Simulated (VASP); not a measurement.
Wanted: the native input for a VASP 6.6.1 run.

```
Task                   : single point
Functional             : PBE
Potentials or basis    : VASP PAW PBE potentials, release 64 (Sc_sv, Al, F)
Cutoff                 : 520 eV
k mesh                 : 6 × 6 × 4
Occupations            : gaussian, width 0.1 eV
Spin                   : no spin polarisation
Dipole correction      : no
Further INCAR settings : ALGO = Fast; EDIFF = 1e-06; NBANDS = 22
```

The structure of ScAl3F lies in POSCAR:

```
ScAl3F
1.0
    4.0625681200      0.0000000000      0.0000000000
   -2.0312840600      3.5182871900      0.0000000000
    0.0000000000      0.0000000000      6.3863074700
Sc Al F
1 3 1
Direct
    0.0000000000      0.0000000000      0.5000000000
    0.0000000000      0.0000000000      0.8509390100
    0.0000000000      0.0000000000      0.1490609900
    0.3333333300      0.6666666700      0.5000000000
    0.6666666700      0.3333333300      0.5000000000
```

The cell was generated, and may not be a known phase.

One way to write it, as run:

INCAR

```
PREC     = Accurate       # precision mode
ENCUT    = 520            # plane-wave cutoff, eV
EDIFF    = 1E-6           # SCF threshold, eV
ISMEAR   = 0              # smearing method
SIGMA    = 0.1            # smearing width, eV
LREAL    = False          # projectors in reciprocal space
LASPH    = True           # aspherical terms in the spheres
NELM     = 100            # most SCF steps
ALGO     = Fast           # electronic algorithm
ISIF     = 2              # what is computed and relaxed
LWAVE    = False          # write WAVECAR
LCHARG   = True           # write CHGCAR
GGA      = PE             # functional
LELF     = True           # ELF
LVHAR    = True         
NBANDS   = 22             # bands
```

KPOINTS

```
regular mesh
0
Gamma
  6 6 4
```

Potentials or basis: VASP PAW PBE potentials, release 64 (Sc_sv, Al, F).

Run with:

```sh
$ cat potpaw_PBE.64/Sc_sv/POTCAR potpaw_PBE.64/Al/POTCAR potpaw_PBE.64/F/POTCAR > POTCAR
$ mpirun -np 1 vasp_std > vasp.out
```

It gave:

```yaml
Pressure: 37.2 GPa
Largest_force: 6.995 eV/Å
Band_gap_on_the_k_mesh: zero (an odd number of electrons rules out a gap without spin polarisation)
```

Caveat: the stress differs along the axes, from 20 to 72 GPa; forces of over 1 eV/Å act on the atoms, so gaps and moduli don't describe the material at rest.

It took 97 s on 1 thread of Oxide Virtual Turin-like Processor (shared host), peak memory 0.18 GiB.
